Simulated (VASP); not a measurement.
# ZnS (R3m) in VASP: notebook

Runs on ZnS. Level: PBE. Tasks: single point.

Everything below comes from runs of VASP 6.6.1. Logs are shortened: lines on timing, memory, paths and dates and some standing lists are left out, and cuts for length are marked.

## 1. The cell of the first run

Symmetry: R3m, No. 160, trigonal system. The conventional cell has a = 4.819 Å, b = 4.819 Å, c = 5.902 Å, α = 90.00°, β = 90.00°, γ = 120.00°. Zn (site symmetry 3m) has 1 S at 1.48 Å within 2.0 Å. S (site symmetry 3m) has 1 Zn at 1.48 Å within 2.0 Å.

## 2. Single point, PBE

Input file INCAR:

```
PREC = Accurate
ENCUT = 520
EDIFF = 1E-6
ISMEAR = 0
SIGMA = 0.05
LREAL = False
LASPH = True
NELM = 80
ALGO = Normal
ISIF = 2
LWAVE = False
LCHARG = True
GGA = PE
LELF = True
LVHAR = True
NBANDS = 16
```

Input file KPOINTS:

```
Automatic mesh
0
Gamma
  10 10 10
```

Input file POSCAR:

```
ZnS
1.0
   -1.1358818225      2.2717636451      2.2717636451
    2.2717636451     -1.1358818225      2.2717636451
    2.2717636451      2.2717636451     -1.1358818225
Zn S
1 1
Direct
    0.0000000000      0.0000000000      0.0000000000
    0.7500000000      0.7500000000      0.7500000000
```

Potentials or basis: VASP PAW PBE potentials, release 64 (Zn, S).

The run is started by

```bash
cat potpaw_PBE.64/Zn/POTCAR potpaw_PBE.64/S/POTCAR > POTCAR
mpirun -np 1 vasp_std > vasp.out
```

OUTCAR:

```text
PREC = Accurate
   ENCUT = 520
   EDIFF = 1E-6
   ISMEAR = 0
   LREAL = False
   LASPH = True
   NELM = 80
   ISIF = 2
   GGA = PE

 ion  position               nearest neighbor table
   1  0.000  0.000  0.000-   2 1.48   2 2.83   2 2.83   2 2.83
   2  0.750  0.750  0.750-   1 1.48   1 2.83   1 2.83   1 2.83

  LATTYP: Found a simple cubic cell.
 ALAT       =     3.4076454676

  Lattice vectors:

 A1 = (  -1.1358818225,   2.2717636451,   2.2717636451)
 A2 = (   2.2717636451,  -1.1358818225,   2.2717636451)
 A3 = (   2.2717636451,   2.2717636451,  -1.1358818225)

Analysis of symmetry for initial positions (statically):
=====================================================================
 Subroutine PRICEL returns:
 Original cell was already a primitive cell.

 Routine SETGRP: Setting up the symmetry group for a
 simple cubic supercell.

 Subroutine GETGRP returns: Found  6 space group operations
 (whereof  6 operations were pure point group operations)
 out of a pool of 48 trial point group operations.

The static configuration has the point symmetry C_3v.

Analysis of symmetry for dynamics (positions and initial velocities):
=====================================================================
 Subroutine PRICEL returns:
 Original cell was already a primitive cell.

 Routine SETGRP: Setting up the symmetry group for a
 simple cubic supercell.

 Subroutine GETGRP returns: Found  6 space group operations
 (whereof  6 operations were pure point group operations)
 out of a pool of 48 trial point group operations.

The dynamic configuration has the point symmetry C_3v.

 Subroutine INISYM returns: Found  6 space group operations
 (whereof  6 operations are pure point group operations),
 and found     1 'primitive' translations

----------------------------------------------------------------------------------------

                                     Primitive cell

  volume of cell :      39.5697

  direct lattice vectors                    reciprocal lattice vectors
    -1.135881823  2.271763645  2.271763645    -0.097819253  0.195638506  0.195638506
     2.271763645 -1.135881823  2.271763645     0.195638506 -0.097819253  0.195638506
     2.271763645  2.271763645 -1.135881823     0.195638506  0.195638506 -0.097819253

  length of vectors
     3.407645468  3.407645468  3.407645468     0.293457758  0.293457758  0.293457758

  position of ions in fractional coordinates (direct lattice)
     0.000000000  0.000000000  0.000000000
     0.750000000  0.750000000  0.750000000

  ion indices of the primitive-cell ions
   primitive index   ion index
                 1           1
                 2           2

----------------------------------------------------------------------------------------

 KPOINTS: Automatic mesh

Automatic generation of k-mesh.
 Grid dimensions read from file:
 generate k-points for:   10   10   10

 Generating k-lattice:

  Cartesian coordinates                     Fractional coordinates (reciprocal lattice)
    -0.009781925  0.019563851  0.019563851     0.100000000  0.000000000  0.000000000
     0.019563851 -0.009781925  0.019563851     0.000000000  0.100000000  0.000000000
     0.019563851  0.019563851 -0.009781925     0.000000000  0.000000000  0.100000000

  Length of vectors
     0.029345776  0.029345776  0.029345776

  Shift w.r.t. Gamma in fractional coordinates (k-lattice)
     0.000000000  0.000000000  0.000000000

 Subroutine IBZKPT returns following result:
 ===========================================

 Found    116 irreducible k-points:

 Following reciprocal coordinates:
            Coordinates               Weight
  0.000000  0.000000  0.000000      1.000000
  0.100000  0.000000 -0.000000      6.000000
  0.200000  0.000000 -0.000000      6.000000
  0.300000  0.000000  0.000000      6.000000
  0.400000  0.000000 -0.000000      6.000000
  0.500000 -0.000000 -0.000000      3.000000
[... 16 lines left out ...]
  0.300000  0.300000  0.000000      6.000000
 -0.300000  0.300000  0.000000      6.000000
 [... further k-points ...]
   k-points           NKPTS =    116   k-points in BZ     NKDIM =    116   number of bands    NBANDS=     16
   number of dos      NEDOS =    301   number of ions     NIONS =      2
   total plane-waves  NPLWV =  21952
   dimension x,y,z NGX =    28 NGY =   28 NGZ =   28
   dimension x,y,z NGXF=    56 NGYF=   56 NGZF=   56
   ions per type =               1   1
   NGX,Y,Z   is equivalent  to a cutoff of  13.66, 13.66, 13.66 a.u.
   NGXF,Y,Z  is equivalent  to a cutoff of  27.32, 27.32, 27.32 a.u.
 SYSTEM =  unknown system
   PREC   = accura    normal or accurate (medium, high low for compatibility)
   ISTART =      0    job   : 0-new  1-cont  2-samecut
   ICHARG =      2    charge: 1-file 2-atom 10-const
   ISPIN  =      1    spin polarized calculation?
   LNONCOLLINEAR =      F non collinear calculations
   LSORBIT =      F    spin-orbit coupling
   LASPH  =      T    aspherical Exc in radial PAW
   ENCUT  =  520.0 eV  38.22 Ry    6.18 a.u.   6.34  6.34  6.34*2*pi/ulx,y,z
   NELM   =     80;   NELMIN=  2; NELMDL= -5     # of ELM steps
   EDIFF  = 0.1E-05   stopping-criterion for ELM
   LREAL  =      F    real-space projection
   EDIFFG = 0.1E-04   stopping-criterion for IOM
   NSW    =      0    number of steps for IOM
   IBRION =     -1    ionic relax: 0-MD 1-quasi-New 2-CG
   NFREE  =      0    steps in history (QN), initial steepest desc. (CG)
   ISIF   =      2    stress and relaxation
   ISYM   =      2    0-nonsym 1-usesym 2-fastsym
   POTIM  = 0.5000    time-step for ionic-motion
   TEBEG  =    0.0;   TEEND  =   0.0 temperature during run
   PSTRESS=    0.0 pullay stress
   NELECT =      18.0000    total number of electrons
   NUPDOWN=      -1.0000    fix difference up-down
   EMIN   =  10.00;   EMAX   =-10.00  energy-range for DOS
   EFERMI =   0.00;   METHOD = LEGACY
   ISMEAR =     0;   SIGMA  =   0.05  broadening in eV -4-tet -1-fermi 0-gaus
   EFERMI_NEDOS =   21; number of points for ismear=-14 and -15
   IALGO  =     38    algorithm
   IMIX   =      4    mixing-type and parameters
     AMIX     =   0.40;   BMIX     =  1.00
     AMIX_MAG =   1.60;   BMIX_MAG =  1.00
  volume/ion in A,a.u.               =      19.78       133.51
  Fermi-wavevector in a.u.,A,eV,Ry     =   1.259055  2.379268 21.568210  1.585219
  Thomas-Fermi vector in A             =   2.392634
   LORBIT       =      0    0 simple, 1 ext, 2 COOP (PROOUT), +10 PAW based schemes
   GGA     = PE    functional components
   LHFCALC =     F    Hartree Fock is set to
   AEXX    =    0.0000 exact exchange contribution
   IVDW    =     0    specifies the selected vdW correction
   LEPSILON=     F    determine dielectric tensor
   LRPA    =     F    only Hartree local field effects (RPA)
 non-spin polarized calculation
 Gauss-broadening in eV      SIGMA  =   0.05
  energy-cutoff  :      520.00
  volume of cell :       39.57
 maximum number of plane-waves:      1082
 NGX is ok and might be reduce to    28

 number of electron      17.9999993 magnetization

 Free energy of the ion-electron system (eV)
  ---------------------------------------------------
  ext. energy  EPLUGINS =         0.00000000
  ---------------------------------------------------
  free energy    TOTEN  =         4.41639611 eV

  energy without entropy =        4.41639611  energy(sigma->0) =        4.41639611

 E-fermi :   3.0949     XC(G=0):  -9.4971

 val. band max:        2.7986625095   @ k =   0.5000  -0.0000  -0.0000
 cond. band min:       3.3943926274   @ k =   0.0000   0.0000   0.0000
 fundamental gap:      0.5957301179
 Fermi energy:         3.0949218089

 k-point     1 :       0.0000    0.0000    0.0000
  band No.  band energies     occupation
      1     -12.5402      2.00000
      2      -7.3752      2.00000
      3      -7.3752      2.00000
      4      -7.1982      2.00000
      5      -5.5755      2.00000
      6      -5.5755      2.00000
[... 8 lines left out ...]
     15      16.5066      0.00000
     16      17.1002      0.00000

 k-point     2 :       0.1000    0.0000   -0.0000
  band No.  band energies     occupation
      1     -12.5052      2.00000
      2      -7.3733      2.00000
      3      -7.3714      2.00000
      4      -7.1611      2.00000
      5      -5.5803      2.00000
      6      -5.5707      2.00000
[... 8 lines left out ...]
     15      15.8696      0.00000
     16      17.4717      0.00000

 k-point     3 :       0.2000    0.0000   -0.0000
  band No.  band energies     occupation
      1     -12.4120      2.00000
      2      -7.3687      2.00000
      3      -7.3569      2.00000
      4      -7.0578      2.00000
      5      -5.5927      2.00000
      6      -5.5545      2.00000
[... 8 lines left out ...]
     15      15.0425      0.00000
     16      17.0502      0.00000

 k-point     4 :       0.3000    0.0000    0.0000
  band No.  band energies     occupation
      1     -12.2933      2.00000
      2      -7.3632      2.00000
      3      -7.3331      2.00000
      4      -6.9070      2.00000
      5      -5.6074      2.00000
      6      -5.5226      2.00000
[... 8 lines left out ...]
     15      15.4927      0.00000
     16      15.5021      0.00000
[... 324 lines left out ...]
 k-point    22 :       0.5000    0.2000    0.0000
  band No.  band energies     occupation
      1     -12.0685      2.00000
      2      -7.3560      2.00000
      3      -7.2557      2.00000
      4      -6.5417      2.00000
      5      -5.6085      2.00000
      6      -5.4493      2.00000
[... 8 lines left out ...]
     15      15.6910      0.00000
     16      16.9049      0.00000

 k-point    23 :       0.3000    0.3000    0.0000
  band No.  band energies     occupation
      1     -12.0882      2.00000
      2      -7.3625      2.00000
      3      -7.2432      2.00000
      4      -6.6268      2.00000
      5      -5.5868      2.00000
      6      -5.5449      2.00000
[... 8 lines left out ...]
     15      14.1180      0.00000
     16      16.0270      0.00000

 k-point    24 :      -0.3000    0.3000    0.0000
  band No.  band energies     occupation
      1     -12.1045      2.00000
      2      -7.3587      2.00000
      3      -7.2594      2.00000
      4      -6.5903      2.00000
      5      -5.5864      2.00000
      6      -5.4755      2.00000
[... 8 lines left out ...]
     15      14.9208      0.00000
     16      15.8997      0.00000

 [... further k-points ...]
[... 5 lines left out ...]
  --------------------------------------------------------------------------------------
  -------------------------------------------------------------------------------------
  Total       23.5704192     23.5704192     23.5704192     22.9632105     22.9632105     22.9632105
  in kB      954.3653774    954.3653774    954.3653774    929.7795202    929.7795202    929.7795202
  external PRESSURE =     954.3653774 kB  Pullay stress =       0.0000000 kB

 VOLUME and BASIS-vectors are now :
 -----------------------------------------------------------------------------
  energy-cutoff  :      520.00
  volume of cell :       39.57
      direct lattice vectors                 reciprocal lattice vectors
    -1.135881823  2.271763645  2.271763645    -0.097819253  0.195638506  0.195638506
     2.271763645 -1.135881823  2.271763645     0.195638506 -0.097819253  0.195638506
     2.271763645  2.271763645 -1.135881823     0.195638506  0.195638506 -0.097819253

 POSITION                                       TOTAL-FORCE (eV/Angst)
 -----------------------------------------------------------------------------------
      0.00000      0.00000      0.00000        26.116850     26.116850     26.116850
      2.55573      2.55573      2.55573       -26.116850    -26.116850    -26.116850
 -----------------------------------------------------------------------------------
    total drift:                                0.000597      0.000597      0.000597

  FREE ENERGIE OF THE ION-ELECTRON SYSTEM (eV)
  ---------------------------------------------------
  free  energy   TOTEN  =         4.4163961104 eV

  energy  without entropy=        4.4163961104  energy(sigma->0) =        4.41639611
```

Run time: 48 s. Hardware: 1 thread of Intel Xeon 6975P-C, shared host; peak memory 0.2 GiB.

Results:

```
Free energy            : 4.4164 eV
Pressure               : 95.4 GPa
Largest force          : 45.236 eV/Å
Band gap on the k mesh : 0.60 eV, indirect (least direct gap 0.92 eV)
```

Forces in eV/Å, atoms in the order of the input:
```
Zn   26.117  26.117  26.117
S   -26.117 -26.117 -26.117
```

Caveat: forces of over 1 eV/Å act on the atoms, so gaps and moduli don't describe the material at rest. A k mesh can miss the band edges.

## 3. Single point, PBE

This run uses another cell than the first one, of the same volume but with other edges.

Input file INCAR:

```
SYSTEM = ZnS
PREC = Accurate
ENCUT = 520
EDIFF = 1E-7
ISMEAR = 0
SIGMA = 0.05
LREAL = .FALSE.
LASPH = .TRUE.
NELM = 60
ALGO = Normal
ISIF = 2
LWAVE = .FALSE.
LCHARG = .TRUE.
GGA = PE
LELF = .TRUE.
LVHAR = .TRUE.
NBANDS = 16
```

Input file KPOINTS:

```
Automatic mesh
0
G
  10 10 10
  0 0 0
```

Input file POSCAR:

```
ZnS
1.0
    1.4311214184      3.5778035460      3.5778035460
    3.5778035460      1.4311214184      3.5778035460
    3.5778035460      3.5778035460      1.4311214184
Zn S
1 1
Direct
    0.0000000000      0.0000000000      0.0000000000
    0.7500000000      0.7500000000      0.7500000000
```

Potentials or basis: VASP PAW PBE potentials, release 64 (Zn, S).

The run is started by

```bash
cat potpaw_PBE.64/Zn/POTCAR potpaw_PBE.64/S/POTCAR > POTCAR
mpirun -np 1 vasp_std > vasp.out
```

It took 2.7 min on 1 thread of Intel Xeon 6975P-C, shared host; peak memory 0.27 GiB.

The run converged. Its results:

| Item | Value |
| --- | --- |
| Free energy | -3.9906 eV |
| Pressure | 24.3 GPa |
| Largest force | 2.187 eV/Å |
| Band gap on the k mesh | zero (band 9 reaches 4.23 eV, above the bottom of band 10 at 2.90 eV) |

Forces on the atoms (eV/Å):
```
Zn  -1.263 -1.263 -1.263
S    1.263  1.263  1.263
```

Stress tensor (GPa, compression positive):
```
24.33 -8.75 -8.75
-8.75 24.33 -8.75
-8.75 -8.75 24.33
```

Levels at points of the mesh, in eV from the Fermi level:
| k point | band 7 | band 8 | band 9 | band 10 | band 11 | band 12 |
| --- | --- | --- | --- | --- | --- | --- |
| (0.00, 0.00, 0.00) | -5.28 | -2.10 | 0.84 | 0.84 | 7.55 | 9.18 |
| (0.50, 0.00, 0.00) | -6.46 | -3.25 | -1.09 | 0.89 | 4.12 | 5.63 |
| (0.50, 0.50, 0.00) | -6.38 | -3.52 | -1.14 | 0.77 | 4.35 | 5.47 |
| (0.50, 0.50, 0.50) | -6.35 | 0.76 | 0.82 | 0.82 | 5.93 | 7.67 |

Caveat: forces of over 1 eV/Å act on the atoms, so gaps and moduli don't describe the material at rest.
